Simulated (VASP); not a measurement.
NaF:

```
Na F
1.0
     2.79349    0.00000    0.00000
     0.00000    2.79349    0.00000
     0.00000    0.00000    2.79349
Na F
1 1
Direct
  0.00000 0.00000 0.00000
  0.50000 0.50000 0.50000
```

Base run:

```yaml
Program: VASP 6.6.1
Functional: PBE
Potentials_or_basis: VASP PAW PBE potentials, release 64 (Na_pv, F)
Cutoff: 520 eV
k_mesh: 10 × 10 × 10
Occupations: gaussian, width 0.01 eV
Spin: no spin polarisation
```

Its results: band gap on the k mesh 6.11 eV, indirect (least direct gap 6.45 eV); pressure 4.2 GPa.

The run is repeated on the same cell with these changes: functional from PBE to r2SCAN; k mesh from 10 × 10 × 10 to 8 × 8 × 8. What comes out?

Band gap on the k mesh 7.11 eV, indirect (least direct gap 7.45 eV); pressure -0.9 GPa.

Several settings changed at once, so the effect can't be laid on one alone.

Caveats: the PAW data sets were made with another functional, which shifts forces and pressure a little (some runs).

A k mesh can miss the band edges.
